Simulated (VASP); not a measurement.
Input of a VASP 6.6.1 run:

File POSCAR:

```
MoS
1.0
    0.0000000000      2.7387285394      2.7387285394
    2.7387285394      0.0000000000      2.7387285394
    2.7387285394      2.7387285394      0.0000000000
Mo S
1 1
Direct
    0.0000000000      0.0000000000      0.0000000000
    0.2500000000      0.2500000000      0.2500000000
```

File INCAR.step1:

```
SYSTEM = MoS
PREC = Accurate
ENCUT = 520
ISMEAR = 0
SIGMA = 0.05
LREAL = .FALSE.
LASPH = .TRUE.
NELM = 150
ISPIN = 2
MAGMOM = 0.93 0
LMAXMIX = 4
NBANDS = 21
GGA = PE
ALGO = Normal
EDIFF = 1E-4
LWAVE = .TRUE.
LCHARG = .FALSE.
```

The input INCAR.step2:

```
SYSTEM = MoS
PREC = Accurate
ENCUT = 520
EDIFF = 1E-6
ISMEAR = 0
SIGMA = 0.05
LREAL = .FALSE.
LASPH = .TRUE.
NELM = 150
ALGO = Normal
ISIF = 2
LWAVE = .FALSE.
LCHARG = .FALSE.
ISPIN = 2
MAGMOM = 0.93 0
LORBIT = 11
LMAXMIX = 4
METAGGA = R2SCAN
LMIXTAU = .TRUE.
NBANDS = 21
ISTART = 1
```

KPOINTS

```
regular mesh
0
G
  12 12 12
  0 0 0
```

Potentials or basis: VASP PAW PBE potentials, release 64 (Mo_sv, S).

Run with:

```bash
$ cat potpaw_PBE.64/Mo_sv/POTCAR potpaw_PBE.64/S/POTCAR > POTCAR
$ cp INCAR.step1 INCAR
$ mpirun -np 1 vasp_std > vasp.out
$ cp INCAR.step2 INCAR
$ mpirun -np 1 vasp_std > vasp.out
```

(1) What does it give for the pressure?

(2) Estimate the band gap on the k mesh.

(3) What does it give for the net moment?

Answers

(1) -10.7 GPa.

(2) zero (filled and empty bands overlap).

(3) 0.00 μB per cell.

Caveat: the cell stands under tension; the PAW data sets were made with another functional, which shifts forces and pressure a little.
